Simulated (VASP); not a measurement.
Set up this calculation in VASP 6.6.1, as the native input.

```yaml
Task: single point
Functional: r2SCAN
Potentials_or_basis: VASP PAW PBE potentials, release 64 (In_d, O)
Cutoff: 520 eV
k_mesh: 6 × 6 × 6
Occupations: gaussian, width 0.05 eV
Spin: no spin polarisation
Dipole_correction: no
Further_INCAR_settings: ALGO = Normal; EDIFF = 1e-07; NBANDS = 55
```

The system is In2O3.

```
CELL_PARAMETERS angstrom
2.89163 1.66949 5.09609
-2.89163 1.66949 5.09609
0.00000 -3.33897 5.09609
ATOMIC_POSITIONS crystal
In 0.35707 0.35707 0.35707
In 0.14293 0.14293 0.14293
In 0.64293 0.64293 0.64293
In 0.85707 0.85707 0.85707
O 0.54657 0.95343 0.25000
O 0.25000 0.54657 0.95343
O 0.95343 0.25000 0.54657
O 0.45343 0.04657 0.75000
O 0.75000 0.45343 0.04657
O 0.04657 0.75000 0.45343
```

This cell differs from its parent crystal: strain +0.050 along x and y, +0.050 along z.

These files were run (other wordings do the same):

POSCAR

```
In2O3
1.0
    2.8916334180      1.6694853323      5.0960908785
   -2.8916334180      1.6694853323      5.0960908785
    0.0000000000     -3.3389706646      5.0960908785
In O
4 6
Direct
    0.3570704061      0.3570704061      0.3570704061
    0.1429295939      0.1429295939      0.1429295939
    0.6429295939      0.6429295939      0.6429295939
    0.8570704061      0.8570704061      0.8570704061
    0.5465740402      0.9534259598      0.2500000000
    0.2500000000      0.5465740402      0.9534259598
    0.9534259598      0.2500000000      0.5465740402
    0.4534259598      0.0465740402      0.7500000000
    0.7500000000      0.4534259598      0.0465740402
    0.0465740402      0.7500000000      0.4534259598
```

INCAR.step1

```
SYSTEM = In2O3
ALGO = Normal ; EDIFF = 1E-4
ENCUT = 520 ; GGA = PE
ISMEAR = 0 ; LASPH = .TRUE.
LCHARG = .FALSE. ; LREAL = .FALSE.
LWAVE = .TRUE. ; NBANDS = 55
NELM = 80 ; PREC = Accurate
SIGMA = 0.05
```

INCAR.step2

```
SYSTEM = In2O3
ALGO = Normal ; EDIFF = 1E-7
ENCUT = 520 ; ISIF = 2
ISMEAR = 0 ; ISTART = 1
LASPH = .TRUE. ; LCHARG = .FALSE.
LMIXTAU = .TRUE. ; LREAL = .FALSE.
LWAVE = .FALSE. ; METAGGA = R2SCAN
NBANDS = 55 ; NELM = 80
PREC = Accurate ; SIGMA = 0.05
```

KPOINTS

```
k-points
0
G
  6 6 6
  0 0 0
```

Potentials or basis: VASP PAW PBE potentials, release 64 (In_d, O).

Command:

```sh
$ cat potpaw_PBE.64/In_d/POTCAR potpaw_PBE.64/O/POTCAR > POTCAR
$ cp INCAR.step1 INCAR
$ mpirun -np 1 vasp_std > vasp.out
$ cp INCAR.step2 INCAR
$ mpirun -np 1 vasp_std > vasp.out
```

It gave:

```
Pressure               : -18.3 GPa
Largest force          : 0.209 eV/Å
Band gap on the k mesh : 0.81 eV (least direct gap 0.95 eV)
```

Caveat: the cell differs from its parent crystal (strain +0.050 along x and y, +0.050 along z); the cell stands under tension; the PAW data sets were made with another functional, which shifts forces and pressure a little; spin-orbit coupling is left out, which moves the levels of the heavy elements.

Wall time 21 min on 1 thread of Intel(R) Xeon(R) Platinum 8375C CPU @ 2.90GHz (Ice Lake), with other jobs on the host, peak memory 0.47 GiB.
